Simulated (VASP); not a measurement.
Runs of VASP 6.6.1 on Sn. The structure is that of space group Im-3m (No. 229), or close to it. The cells are those of the table. This isn't the form of Sn at room conditions, which is tetragonal (white tin).

```tsv
cell	gap on the mesh (eV)	pressure (GPa)
a = 3.380 Å, angles 109.5°, 1 atom	none	(c)
a = 3.183 Å, angles 109.5°, 1 atom	none	(a)
a = 3.232 Å, angles 109.5°, 1 atom	none	2.2
a = 3.348 Å, angles 108.7, 108.7, 111.1°, 1 atom	none	(b)
a = 3.332 Å, angles 108.3, 108.3, 111.9°, 1 atom	none	-2.4
a = 3.216 Å, angles 110.3, 110.3, 107.8°, 1 atom	none	3.2
a = 3.200 Å, angles 109.9, 109.9, 108.6°, 1 atom	none	4.1
a = 3.315 Å, angles 109.1, 109.1, 110.3°, 1 atom	none	-1.8
```

Alike in all rows: task single point; level r2SCAN; potentials or basis VASP PAW PBE potentials, release 64 (Sn_d); no spin polarisation; k mesh 18 × 18 × 18; cutoff (eV) 520; smearing gaussian 0.15 eV.

**Question.** Estimate the missing entries.

**Answer.** (a) 5.3; (b) -3.0; (c) -4.0.

Caveats: the PAW data sets were made with another functional, which shifts forces and pressure a little; spin-orbit coupling is left out, which moves the levels of the heavy elements; the cell stands under pressure (at least some runs); the cell stands under tension (at least some runs).

A k mesh can miss the band edges, and the runs leave out spin-orbit coupling on Sn.

A gap of «none» marks levels without a gap at the run's occupations.
